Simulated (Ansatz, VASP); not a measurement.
## ZrSi6: VASP beside Ansatz

Contents of INCAR:

```
ALGO = Normal
EDIFF = 1E-7
ENCUT = 520
GGA = PE
ISIF = 2
ISMEAR = 0
ISPIN = 2
LASPH = True
LCHARG = True
LELF = True
LMAXMIX = 4
LORBIT = 11
LREAL = False
LVHAR = True
LWAVE = False
MAGMOM = 1 0 0 0 0 0 0
NBANDS = 31
NELM = 150
PREC = Accurate
SIGMA = 0.1
```

Contents of KPOINTS:

```
k-points
0
Gamma
  3 3 6
```

File POSCAR:

```
ZrSi6
1.0
    7.2099580805      0.0000000000      0.0000000000
   -3.6049790403      6.2440068580      0.0000000000
    0.0000000000      0.0000000000      2.6923348942
Zr Si
1 6
Direct
    0.0000000000      0.0000000000      0.0000000000
    0.2185551019      0.7814448981      0.0000000000
    0.2185551019      0.4371102038      0.0000000000
    0.5628897962      0.7814448981      0.0000000000
    0.7814448981      0.2185551019      0.0000000000
    0.7814448981      0.5628897962      0.0000000000
    0.4371102038      0.2185551019      0.0000000000
```

Input for Ansatz:

```yaml
crystal:
  lattice:
    - [7.2099580805, 0.0, 0.0]
    - [-3.6049790403, 6.244006858, 0.0]
    - [0.0, 0.0, 2.6923348942]
  atoms:
    - { symbol: Zr, position: [0.0, 0.0, 0.0], spin: 1.0 }
    - { symbol: Si, position: [0.2185551019, 0.7814448981, 0.0] }
    - { symbol: Si, position: [0.2185551019, 0.4371102038, 0.0] }
    - { symbol: Si, position: [0.5628897962, 0.7814448981, 0.0] }
    - { symbol: Si, position: [0.7814448981, 0.2185551019, 0.0] }
    - { symbol: Si, position: [0.7814448981, 0.5628897962, 0.0] }
    - { symbol: Si, position: [0.4371102038, 0.2185551019, 0.0] }
basis:
  ecutwfc: 420
kpoints:
  mp_grid: { grid: [3, 3, 6] }
hamiltonian:
  xc: pbe
scf:
  occupations: { method: gaussian, width: 0.1 }
  lower_state_search: "off"
output:
  forces: true
  stress: true
  eigenvalues: true
  populations: true
magnetization:
  spin_polarized: true
```

Alike in both runs: task single point; functional PBE; k mesh 3 × 3 × 6; occupations gaussian, width 0.1 eV; collinear spin.

|  | VASP | Ansatz |
| --- | --- | --- |
| version | VASP 6.6.1 | Ansatz 0.2.0 |
| potentials or method | VASP PAW PBE potentials, release 64 (Zr_sv, Si), cutoff 520 eV | scalar-relativistic, plane waves, PAW |
| valence electrons in the cell | 36 | 36 |

Ansatz gave:

```
gap on the k mesh at the Fermi level (eV)                     : none
pressure (GPa)                                                : 0.0
traceless stress, the component that is largest in VASP (GPa) : -0.15
net moment per atom (μB)                                      : 0.01
size of the moment on the site where the two differ most (μB) : 0.05
```

**Question.** Which values does VASP return?

**Answer.** gap on the k mesh at the Fermi level (eV): none; pressure (GPa): 0.0; traceless stress, the component that is largest in VASP (GPa): 0.12; net moment per atom (μB): 0.00; size of the moment on the site where the two differ most (μB): 0.00.

Site moments also hang on the region over which each program counts them. A gap of «none» marks a metal or a gap that the smearing closes. Ansatz's warnings: seeded moment not kept.

The k mesh is coarse, so the values compare programs but aren't converged.
